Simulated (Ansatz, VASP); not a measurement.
Na2S: VASP beside Ansatz

INCAR

```
  ALGO = Normal
  EDIFF = 1E-6
  ENCUT = 500
  GGA = PE
  GGA_COMPAT = F
  ISIF = 2
  ISMEAR = 0
  LASPH = T
  LCHARG = T
  LELF = T
  LREAL = F
  LVHAR = T
  LWAVE = F
  NBANDS = 17
  NELM = 120
  PREC = Accurate
  SIGMA = 0.01
```

File KPOINTS:

```
k-points
0
Gamma
  5 5 5
```

The input POSCAR:

```
Na2S
1.0
    0.0000000000      3.3165773084      3.3165773084
    3.3165773084      0.0000000000      3.3165773084
    3.3165773084      3.3165773084      0.0000000000
Na S
2 1
Direct
    0.2500000000      0.2500000000      0.2500000000
    0.7500000000      0.7500000000      0.7500000000
    0.0000000000      0.0000000000      0.0000000000
```

Input for Ansatz:

```yaml
crystal:
  lattice:
    - [0.0, 3.31657730840535, 3.31657730840535]
    - [3.31657730840535, 0.0, 3.31657730840535]
    - [3.31657730840535, 3.31657730840535, 0.0]
  atoms:
    - { symbol: Na, position: [0.25, 0.25, 0.25] }
    - { symbol: Na, position: [0.75, 0.75, 0.75] }
    - { symbol: S, position: [0.0, 0.0, 0.0] }
basis:
  ecutwfc: 500.0
kpoints:
  mp_grid:
    grid: [5, 5, 5]
hamiltonian:
  xc: pbe
  pseudopotentials:
    kind: paw
scf:
  occupations:
    method: fixed
output:
  stress: true
```

Alike in both runs: task single point; functional PBE; k mesh 5 × 5 × 5; no spin polarisation.

|  | VASP | Ansatz |
| --- | --- | --- |
| version | VASP 6.6.1 | Ansatz 0.2.0 |
| potentials or method | VASP PAW PBE potentials, release 64 (Na_pv, S), cutoff 500 eV | plane waves, PAW |
| occupations | gaussian, width 0.01 eV | fixed |
| valence electrons in the cell | 20 | 24 |

```csv
,VASP,Ansatz,Ansatz less VASP
pressure (GPa),-0.8,-0.8,+0.01
```

VASP's potentials hold 20 valence electrons a cell and Ansatz's 24, so a difference there can come from the potentials and not from the codes.
